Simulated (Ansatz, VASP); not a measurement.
**Ti in VASP and in Ansatz**

```
CELL_PARAMETERS angstrom
0.00000 2.05586 2.05586
2.00796 0.00000 2.05586
2.00796 2.05586 0.00000
ATOMIC_POSITIONS crystal
Ti 0.00000 0.00000 0.00000
```

Change from the starting cell: normal strain along x -0.0233, normal strain along y +0.0000.

Alike in both runs: task single point; functional PBE; k mesh 18 × 18 × 18; occupations gaussian, width 0.15 eV; no spin polarisation.

|  | VASP | Ansatz |
| --- | --- | --- |
| version | VASP 6.6.1 | Ansatz 0.2.0 |
| potentials or method | VASP PAW PBE potentials, release 64 (Ti_sv), cutoff 520 eV | scalar-relativistic, plane waves, PAW |
| valence electrons in the cell | 12 | 12 |

```csv
,VASP,Ansatz,Ansatz less VASP
gap on the k mesh at the Fermi level (eV),none,none,-
pressure (GPa),2.4,2.7,+0.28
"traceless stress, the component that is largest in VASP (GPa)",0.57,0.56,-0.007
```

A gap of «none» marks a metal or a gap that the smearing closes. With one functional, cell and mesh, what is left measures potentials, basis and numerics.
